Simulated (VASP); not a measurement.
Here is a VASP 6.6.1 calculation.

Contents of INCAR:

```
  PREC = Accurate
  ENCUT = 520
  EDIFF = 1E-6
  ISMEAR = -1
  SIGMA = 0.08
  LREAL = False
  LASPH = True
  NELM = 80
  ALGO = Normal
  ISIF = 2
  LWAVE = False
  LCHARG = False
  GGA = PE
  NBANDS = 12
```

Contents of KPOINTS:

```
Automatic mesh
0
Gamma
  17 17 17
```

POSCAR

```
P
1.0
    0.0000000000      1.9768345271      1.9768345271
    1.9768345271      0.0000000000      1.9768345271
    1.9768345271      1.9768345271      0.0000000000
P
2
Direct
   -0.1250000000     -0.1250000000     -0.1250000000
    0.1250000000      0.1250000000      0.1250000000
```

Potentials or basis: VASP PAW PBE potentials, release 64 (P).

Launch:

```sh
$ cat potpaw_PBE.64/P/POTCAR > POTCAR
$ mpirun -np 1 vasp_std > vasp.out
```

(1) What does it give for the pressure?

(2) Estimate the band gap on the k mesh.

Results:

(1) 444.5 GPa.

(2) zero (band 5 reaches 21.73 eV, above the bottom of band 6 at 16.14 eV).
